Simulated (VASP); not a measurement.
Set up this calculation in VASP 6.6.1, as the native input.

| Quantity | Value |
| --- | --- |
| Task | relaxation of cell and atoms |
| Functional | PBEsol |
| Potentials or basis | VASP PAW PBE potentials, release 64 (Pb_d, O) |
| Cutoff | 600 eV |
| k mesh | 5 × 5 × 6 |
| Occupations | fermi-dirac, width 0.05 eV |
| Spin | no spin polarisation |
| Target pressure | 30 GPa |
| Dipole correction | no |
| Further INCAR settings | ALGO = Normal; EDIFF = 1e-07; IBRION = 2; EDIFFG = -0.01; NSW = 60; ISIF = 3 |

The structure of PbO2 lies in POSCAR:

```
PbO2
1.0
    4.9949598700      0.0000000000      0.0000000000
    0.0000000000      4.9949598700      0.0000000000
    0.0000000000      0.0000000000      3.4090009600
Pb O
2 4
Direct
    0.5000000000      0.5000000000      0.5000000000
    0.0000000000      0.0000000000      0.0000000000
    0.6925710400      0.6925710400      0.0000000000
    0.8074289600      0.1925710400      0.5000000000
    0.1925710400      0.8074289600      0.5000000000
    0.3074289600      0.3074289600      0.0000000000
```

The input as run:

INCAR

```
SYSTEM = PbO2
PREC = Accurate ; ENCUT = 600
EDIFF = 1E-7 ; ISMEAR = -1
SIGMA = 0.05 ; LREAL = .FALSE.
LASPH = .TRUE. ; NELM = 60
ALGO = Normal ; ISIF = 3
LWAVE = .FALSE. ; LCHARG = .FALSE.
GGA = PS ; IBRION = 2
NSW = 60 ; EDIFFG = -0.01
PSTRESS = 300.0
```

KPOINTS

```
regular mesh
0
G
  5 5 6
  0 0 0
```

Potentials or basis: VASP PAW PBE potentials, release 64 (Pb_d, O).

Run with:

```sh
$ cat potpaw_PBE.64/Pb_d/POTCAR potpaw_PBE.64/O/POTCAR > POTCAR
$ mpirun -np 1 vasp_std > vasp.out
```

It gave:

| Property | Result |
| --- | --- |
| Relaxed volume | 12.15 Å³/atom |
| Relaxed cell | a = 4.638 Å, b = 4.638 Å, c = 3.389 Å, α = 90.00°, β = 90.00°, γ = 90.00° |
| Space group after relaxing (to 0.05 Å) | P4_2/mnm (No. 136) |
| Energy change on relaxing (the enthalpy is what falls) | +163.5 meV/atom |
| Ionic steps | 15 |
| Pressure after relaxing | 29.9 GPa |
| Band gap on the k mesh | zero (band 26 reaches 5.95 eV, above the bottom of band 27 at 5.83 eV) |

Caveat: the cell is relaxed towards a set pressure, so the enthalpy falls and the energy may rise; the PAW data sets were made with another functional, which shifts forces and pressure a little; spin-orbit coupling is left out, which moves the levels of the heavy elements.

Run time: 26 min on 1 thread of AMD EPYC 7R13, on a shared host, peak memory 0.23 GiB.
